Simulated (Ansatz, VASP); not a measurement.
# In: VASP beside Ansatz

The input INCAR:

```
ALGO = Normal
EDIFF = 1E-6
ENCUT = 500
GGA = PE
GGA_COMPAT = False
ISIF = 2
ISMEAR = -1
LASPH = True
LCHARG = True
LELF = True
LREAL = False
LVHAR = True
LWAVE = False
NBANDS = 12
NELM = 120
PREC = Accurate
SIGMA = 0.05
```

File KPOINTS:

```
k-points
0
Gamma
  12 12 14
```

POSCAR

```
In
1.0
   -1.6876515000      1.6134330000      2.4739500000
    1.6134330000     -1.6876515000      2.4739500000
    1.6388670000      1.6388670000     -2.5227345000
In
1
Direct
    0.0000000000      0.0000000000      0.0000000000
```

Input for Ansatz:

```yaml
crystal:
  lattice:
    - [-1.6876515, 1.613433, 2.47395]
    - [1.613433, -1.6876515, 2.47395]
    - [1.638867, 1.638867, -2.5227345]
  atoms:
    - { symbol: In, position: [0.0, 0.0, 0.0] }
kpoints:
  mp_grid: { grid: [12, 12, 14] }
  band_path:
    path:
      - [0.0, 0.0, 0.0]
      - [0.5, 0.5, -0.5]
      - [0.2070412961, 0.7929587039, -0.5]
      - [-0.2070412961, 0.2070412961, 0.5]
      - [0.0, 0.0, 0.5]
      - [0.0, 0.0, 0.0]
      - [-0.5, 0.5, 0.0]
      - [0.0, 0.5, 0.0]
      - [0.0, 0.0, 0.0]
    npoints: 5
scf:
  occupations: { method: fermi_dirac, width: 0.05 }
hamiltonian:
  xc: pbe
  pseudopotentials: { kind: all_electron, lapw: { basis_error: 0.001 } }
output:
  forces: true
  stress: true
  eigenvalues: true
```

Change from the starting cell: equal xy, yz and zx shear strains of -3 %.

Alike in both runs: task single point; functional PBE; k mesh 12 × 12 × 14; occupations fermi-dirac, width 0.05 eV; no spin polarisation.

|  | VASP | Ansatz |
| --- | --- | --- |
| version | VASP 6.6.1 | Ansatz 0.2.0 |
| potentials or method | VASP PAW PBE potentials, release 64 (In_d), cutoff 500 eV | all-electron LAPW, scalar-relativistic |

|  | VASP | Ansatz | Ansatz less VASP |
| --- | --- | --- | --- |
| pressure (GPa) | 2.1 | 2.1 | +0.04 |
| traceless stress, the component that is largest in VASP (GPa) | 0.17 | 0.17 | -0.001 |

Ansatz ran all-electron here, and VASP with PAW potentials.
